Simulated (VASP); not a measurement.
A run of VASP 6.6.1:

INCAR

```
PREC     = Accurate       # precision mode
ENCUT    = 520            # plane-wave cutoff, eV
EDIFF    = 1E-7           # SCF threshold, eV
ISMEAR   = 0              # smearing method
SIGMA    = 0.1            # smearing width, eV
LREAL    = False          # projectors in reciprocal space
LASPH    = True           # aspherical terms in the spheres
NELM     = 100            # most SCF steps
ALGO     = Normal         # electronic algorithm
ISIF     = 2              # what is computed and relaxed
LWAVE    = False          # write WAVECAR
LCHARG   = False          # write CHGCAR
GGA      = PS             # functional
NBANDS   = 8              # bands
```

Contents of KPOINTS:

```
regular mesh
0
Gamma
  18 18 18
```

Contents of POSCAR:

```
P
1.0
    2.4095046579      0.0000000000      0.0000000000
    0.0000000000      2.4095046579      0.0000000000
    0.0000000000      0.0000000000      2.4700449759
P
1
Direct
    0.0000000000      0.0000000000      0.0000000000
```

Potentials or basis: VASP PAW PBE potentials, release 64 (P).

Launch:

```sh
$ cat potpaw_PBE.64/P/POTCAR > POTCAR
$ mpirun -np 1 vasp_std > vasp.out
```

Hardware: 1 thread of Intel(R) Xeon(R) Platinum 8259CL CPU @ 2.50GHz (Skylake/Cascade Lake) (shared host).

Task: How long does it take, and how much memory?

Result: It took 25 s on 1 thread of Intel(R) Xeon(R) Platinum 8259CL CPU @ 2.50GHz (Skylake/Cascade Lake) (shared host), peak memory 0.15 GiB. Counts: scf iterations 10, k points 550.
